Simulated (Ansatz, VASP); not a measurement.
**Os in VASP and in Ansatz**

```
CELL_PARAMETERS angstrom
0.00000 2.86282 2.86282
2.86282 0.00000 2.86282
2.86282 2.86282 0.00000
ATOMIC_POSITIONS crystal
Os 0.12500 0.12500 0.12500
Os 0.87500 0.87500 0.87500
```

Alike in both runs: task single point; functional RPBE; k mesh 11 × 11 × 11; occupations fermi-dirac, width 0.1 eV; no spin polarisation.

|  | VASP | Ansatz |
| --- | --- | --- |
| version | VASP 6.6.1 | Ansatz 0.2.0 |
| potentials or method | VASP PAW PBE potentials, release 64 (Os), cutoff 520 eV | plane waves (420 eV) with PAW, scalar-relativistic |
| valence electrons in the cell | 16 | 32 |

|  | VASP | Ansatz | Ansatz less VASP |
| --- | --- | --- | --- |
| pressure (GPa) | -13.4 | -12.5 | +0.83 |

VASP's potentials were made for PBE, not for RPBE. The functional is the same, so the differences come from potentials, cutoffs and numerics. VASP's potentials hold 16 valence electrons a cell and Ansatz's 32, so a difference there can come from the potentials and not from the codes.

Spin-orbit coupling is off throughout.
